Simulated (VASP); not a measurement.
# SrAlH3 in VASP: further runs

Runs on SrAlH3. Level: PBE. Tasks: single point.

All numbers are computed with VASP 6.6.1; they aren't measurements. Logs are shortened: lines on timing, memory, paths and dates and some standing lists are left out, and cuts for length are marked.

## 1. The cell of the first run

It takes space group Pm-3m (No. 221, cubic). The conventional cell has a = 4.585 Å, b = 4.585 Å, c = 4.585 Å, α = 90.00°, β = 90.00°, γ = 90.00°. Sr (site symmetry m-3m) has 6 H at 2.29 Å within 3.0 Å. Within 4.3 Å of Al (site symmetry m-3m) lie 12 H at 3.24 Å and 8 Sr at 3.97 Å. H (site symmetry 4/mmm) has 2 Sr at 2.29 Å within 3.0 Å.

## 2. Single point, PBE

Input file INCAR:

```
  ALGO = Normal
  EDIFF = 1E-6
  ENCUT = 500
  GGA = PE
  GGA_COMPAT = False
  ISIF = 2
  ISMEAR = -1
  LASPH = True
  LCHARG = False
  LREAL = False
  LWAVE = False
  NBANDS = 16
  NELM = 120
  PREC = Accurate
  SIGMA = 0.1
```

Input file KPOINTS:

```
k-points
0
Gamma
  5 5 5
```

Input file POSCAR:

```
SrAlH3
1.0
    4.5854620000      0.0000000000      0.0000000000
    0.0000000000      4.5854620000      0.0000000000
    0.0000000000      0.0000000000      4.5854620000
Sr Al H
1 1 3
Direct
    0.5000000000      0.5000000000      0.5000000000
    0.0000000000      0.0000000000      0.0000000000
    0.0000000000      0.5000000000      0.5000000000
    0.5000000000      0.5000000000      0.0000000000
    0.5000000000      0.0000000000      0.5000000000
```

Potentials or basis: VASP PAW PBE potentials, release 64 (Sr_sv, Al, H).

The run is started by

```
cat potpaw_PBE.64/Sr_sv/POTCAR potpaw_PBE.64/Al/POTCAR potpaw_PBE.64/H/POTCAR > POTCAR
mpirun -np 1 vasp_std > vasp.out
```

OUTCAR:

```text
EDIFF = 1E-6
   ENCUT = 500
   GGA = PE
   ISIF = 2
   ISMEAR = -1
   LASPH = True
   LREAL = False
   NELM = 120
   PREC = Accurate

 ion  position               nearest neighbor table
   1  0.500  0.500  0.500-   3 2.29   4 2.29   5 2.29   4 2.29   5 2.29   3 2.29   2 3.97   2 3.97
                             2 3.97   2 3.97   2 3.97   2 3.97   2 3.97   2 3.97
   2  0.000  0.000  0.000-   1 3.97   1 3.97   1 3.97   1 3.97   1 3.97   1 3.97   1 3.97   1 3.97

   3  0.000  0.500  0.500-   1 2.29   1 2.29
   4  0.500  0.500  0.000-   1 2.29   1 2.29
   5  0.500  0.000  0.500-   1 2.29   1 2.29

  LATTYP: Found a simple cubic cell.
 ALAT       =     4.5854620000

  Lattice vectors:

 A1 = (   4.5854620000,   0.0000000000,   0.0000000000)
 A2 = (   0.0000000000,   4.5854620000,   0.0000000000)
 A3 = (   0.0000000000,   0.0000000000,   4.5854620000)

Analysis of symmetry for initial positions (statically):
=====================================================================
 Subroutine PRICEL returns:
 Original cell was already a primitive cell.

 Routine SETGRP: Setting up the symmetry group for a
 simple cubic supercell.

 Subroutine GETGRP returns: Found 48 space group operations
 (whereof 48 operations were pure point group operations)
 out of a pool of 48 trial point group operations.

The static configuration has the point symmetry O_h .

Analysis of symmetry for dynamics (positions and initial velocities):
=====================================================================
 Subroutine PRICEL returns:
 Original cell was already a primitive cell.

 Routine SETGRP: Setting up the symmetry group for a
 simple cubic supercell.

 Subroutine GETGRP returns: Found 48 space group operations
 (whereof 48 operations were pure point group operations)
 out of a pool of 48 trial point group operations.

The dynamic configuration has the point symmetry O_h .

 Subroutine INISYM returns: Found 48 space group operations
 (whereof 48 operations are pure point group operations),
 and found     1 'primitive' translations

----------------------------------------------------------------------------------------

                                     Primitive cell

[... 79 lines left out ...]
   ENCUT  =  500.0 eV  36.75 Ry    6.06 a.u.   8.36  8.36  8.36*2*pi/ulx,y,z
   NELM   =    120;   NELMIN=  2; NELMDL= -5     # of ELM steps
   EDIFF  = 0.1E-05   stopping-criterion for ELM
   LREAL  =      F    real-space projection
   EDIFFG = 0.1E-04   stopping-criterion for IOM
   NSW    =      0    number of steps for IOM
   IBRION =     -1    ionic relax: 0-MD 1-quasi-New 2-CG
   NFREE  =      0    steps in history (QN), initial steepest desc. (CG)
   ISIF   =      2    stress and relaxation
   ISYM   =      2    0-nonsym 1-usesym 2-fastsym
   POTIM  = 0.5000    time-step for ionic-motion
   TEBEG  =    0.0;   TEEND  =   0.0 temperature during run
   PSTRESS=    0.0 pullay stress
   NELECT =      16.0000    total number of electrons
   NUPDOWN=      -1.0000    fix difference up-down
   EMIN   =  10.00;   EMAX   =-10.00  energy-range for DOS
   EFERMI =   0.00;   METHOD = LEGACY
   ISMEAR =    -1;   SIGMA  =   0.10  broadening in eV -4-tet -1-fermi 0-gaus
   EFERMI_NEDOS =   21; number of points for ismear=-14 and -15
   IALGO  =     38    algorithm
   IMIX   =      4    mixing-type and parameters
     AMIX     =   0.40;   BMIX     =  1.00
     AMIX_MAG =   1.60;   BMIX_MAG =  1.00
  volume/ion in A,a.u.               =      19.28       130.13
  Fermi-wavevector in a.u.,A,eV,Ry     =   0.899632  1.700059 11.011717  0.809338
  Thomas-Fermi vector in A             =   2.022490
   LORBIT       =      0    0 simple, 1 ext, 2 COOP (PROOUT), +10 PAW based schemes
   GGA     = PE    functional components
   LHFCALC =     F    Hartree Fock is set to
   AEXX    =    0.0000 exact exchange contribution
   IVDW    =     0    specifies the selected vdW correction
   LEPSILON=     F    determine dielectric tensor
   LRPA    =     F    only Hartree local field effects (RPA)
 non-spin polarized calculation
  energy-cutoff  :      500.00
  volume of cell :       96.42
 maximum number of plane-waves:      2473
 NGX is ok and might be reduce to    36
   NGX = 17   NGY = 17   NGZ = 17

 number of electron      16.0000003 magnetization

 Free energy of the ion-electron system (eV)
  ---------------------------------------------------
  ext. energy  EPLUGINS =         0.00000000
  ---------------------------------------------------
  free energy    TOTEN  =       -13.93990064 eV

  energy without entropy =      -13.93280748  energy(sigma->0) =      -13.93635406

 E-fermi :   0.5041     XC(G=0):  -7.7156

 val. band max:        0.2713572491   @ k =   0.4000   0.0000   0.0000
 cond. band min:       0.8359614877   @ k =   0.4000   0.4000   0.4000
 fundamental gap:      0.5646042386
 Fermi energy:         0.5041070446

 k-point     1 :       0.0000    0.0000    0.0000
  band No.  band energies     occupation
      1     -33.2168      2.00000
      2     -15.2799      2.00000
      3     -15.2799      2.00000
      4     -15.2799      2.00000
      5      -5.1744      2.00000
      6      -1.5232      2.00000
[... 167 lines left out ...]
      3     -15.3799      2.00000
      4     -15.3799      2.00000
      5      -2.7907      2.00000
      6      -1.0871      2.00000
[... 8 lines left out ...]
     15       7.0183      0.00000
     16       7.5927      0.00000

------------------------ aborting loop because EDIFF is reached ----------------------------------------

  FORCE on cell =-STRESS in cart. coord.  units (eV):
  Direction    XX          YY          ZZ          XY          YZ          ZX
  --------------------------------------------------------------------------------------
  -------------------------------------------------------------------------------------
  Total        0.0491567      0.0491567      0.0491567      0.0000000     -0.0000000      0.0000000
  in kB        0.8168524      0.8168524      0.8168524      0.0000000     -0.0000000      0.0000000
  external PRESSURE =       0.8168524 kB  Pullay stress =       0.0000000 kB

 VOLUME and BASIS-vectors are now :
 -----------------------------------------------------------------------------
  energy-cutoff  :      500.00
  volume of cell :       96.42
      direct lattice vectors                 reciprocal lattice vectors
     4.585462000  0.000000000  0.000000000     0.218080534  0.000000000  0.000000000
     0.000000000  4.585462000  0.000000000     0.000000000  0.218080534  0.000000000
     0.000000000  0.000000000  4.585462000     0.000000000  0.000000000  0.218080534

 POSITION                                       TOTAL-FORCE (eV/Angst)
 -----------------------------------------------------------------------------------
      2.29273      2.29273      2.29273         0.000000      0.000000      0.000000
      0.00000      0.00000      0.00000         0.000000      0.000000      0.000000
      0.00000      2.29273      2.29273         0.000000      0.000000      0.000000
      2.29273      2.29273      0.00000         0.000000      0.000000      0.000000
      2.29273      0.00000      2.29273         0.000000      0.000000      0.000000
 -----------------------------------------------------------------------------------
    total drift:                                0.000000      0.000000      0.000000

  FREE ENERGIE OF THE ION-ELECTRON SYSTEM (eV)
  ---------------------------------------------------
  free  energy   TOTEN  =       -13.9399006408 eV

  energy  without entropy=      -13.9328074796  energy(sigma->0) =      -13.93635406
```

OSZICAR:

```text
N       E                     dE             d eps       ncg     rms          rms(c)
DAV:   1     0.510808838760E+02    0.51081E+02   -0.62181E+03   320   0.763E+02
DAV:   2    -0.118759594329E+02   -0.62957E+02   -0.58104E+02   432   0.170E+02
DAV:   3    -0.161697629122E+02   -0.42938E+01   -0.42753E+01   552   0.356E+01
DAV:   4    -0.162509044765E+02   -0.81142E-01   -0.81127E-01   424   0.387E+00
DAV:   5    -0.162519962408E+02   -0.10918E-02   -0.10917E-02   480   0.450E-01    0.241E+01
DAV:   6    -0.142996221330E+02    0.19524E+01   -0.10081E+00   392   0.542E+00    0.144E+01
DAV:   7    -0.140043983811E+02    0.29522E+00   -0.18216E+00   400   0.678E+00    0.205E+00
DAV:   8    -0.140770272896E+02   -0.72629E-01   -0.67411E-01   376   0.373E+00    0.302E+00
DAV:   9    -0.139404216167E+02    0.13661E+00   -0.11354E-01   384   0.186E+00    0.634E-01
DAV:  10    -0.139388140489E+02    0.16076E-02   -0.30168E-02   368   0.766E-01    0.728E-01
DAV:  11    -0.139398406809E+02   -0.10266E-02   -0.30077E-03   392   0.277E-01    0.274E-01
DAV:  12    -0.139399895643E+02   -0.14888E-03   -0.32841E-04   424   0.990E-02    0.168E-01
DAV:  13    -0.139399609520E+02    0.28612E-04   -0.15358E-04   336   0.633E-02    0.770E-02
DAV:  14    -0.139398990917E+02    0.61860E-04   -0.10209E-04   368   0.479E-02    0.140E-02
DAV:  15    -0.139399006152E+02   -0.15235E-05   -0.14825E-05   400   0.176E-02    0.174E-02
DAV:  16    -0.139399006408E+02   -0.25615E-07   -0.26056E-07   240   0.305E-03
   1 F= -.13939901E+02 E0= -.13936354E+02  d E =-.709316E-02
```

stdout:

```text
POSCAR found type information on POSCAR SrAlH
 POSCAR found :  3 types and       5 ions
 scaLAPACK will be used
 LDA part: xc-table for (Slater+PW92), standard interpolation
 POSCAR, INCAR and KPOINTS ok, starting setup
 FFT: planning ... GRIDC
 FFT: planning ... GRID_SOFT
 FFT: planning ... GRID
 WAVECAR not read
 entering main loop
```

It took 28 s on 1 thread of Intel Xeon 8259CL, shared host; peak memory 0.21 GiB.

Results:

```yaml
Free_energy: -13.9399 eV
Pressure: 0.1 GPa
Band_gap_on_the_k_mesh: 0.56 eV, indirect (least direct gap 1.61 eV)
```

Levels at points of the mesh, in eV from the valence-band top:
| k point | band 6 | band 7 | band 8 | band 9 | band 10 | band 11 |
| --- | --- | --- | --- | --- | --- | --- |
| (0.00, 0.00, 0.00) | -1.79 | -1.79 | -0.19 | 2.35 | 2.35 | 2.35 |

A k mesh can miss the band edges. As with any semilocal functional, this PBE gap is likely too small.

[end of part 1 of 2]
